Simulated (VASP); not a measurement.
Li2O: single point with PBE

Li2O:

```
Li O
1.0
     1.63490    0.94391    2.67206
    -1.63490    0.94391    2.67206
     0.00000   -1.88783    2.67206
Li O
2 1
Direct
  0.24990 0.24990 0.24990
  0.75010 0.75010 0.75010
  0.00000 0.00000 0.00000
```

```yaml
Program: VASP 6.6.1
Task: single point
Functional: PBE
Potentials_or_basis: VASP PAW PBE potentials, release 64 (Li_sv, O)
Cutoff: 750 eV
k_mesh: 6 × 6 × 6
Occupations: gaussian, width 0.1 eV
Spin: no spin polarisation
Dipole_correction: no
Further_INCAR_settings: ALGO = Normal; EDIFF = 1e-06; NBANDS = 13
```

- Pressure: -0.3 GPa
- Largest force: 0.005 eV/Å
- Band gap on the k mesh: 4.97 eV, indirect (least direct gap 5.24 eV)

Forces in eV/Å, atoms in the order of the input:
```
Li   0.000  0.000  0.005
Li   0.000  0.000 -0.005
O    0.000  0.000  0.000
```

Stress tensor (GPa, compression positive):
```
-0.28  0.00  0.00
 0.00 -0.28  0.00
 0.00  0.00 -0.37
```

Levels at points of the mesh, in eV from the valence-band top:
```csv
k point,band 4,band 5,band 6,band 7,band 8,band 9
"(0.00, 0.00, 0.00)",0.00,0.00,0.00,5.24,11.90,11.92
"(0.50, 0.00, 0.00)",-2.76,-0.45,-0.44,9.18,9.77,12.04
"(0.50, 0.50, 0.00)",-1.60,-1.38,-1.37,4.97,13.50,13.50
"(0.50, 0.50, 0.50)",-2.76,-0.44,-0.44,9.18,9.77,12.05
```

Run time: 46 s on 1 thread of Intel Xeon 8259CL, on a shared host, peak memory 0.16 GiB.

A k mesh can miss the band edges. A hybrid or GW would open this gap; PBE tends to underestimate it.
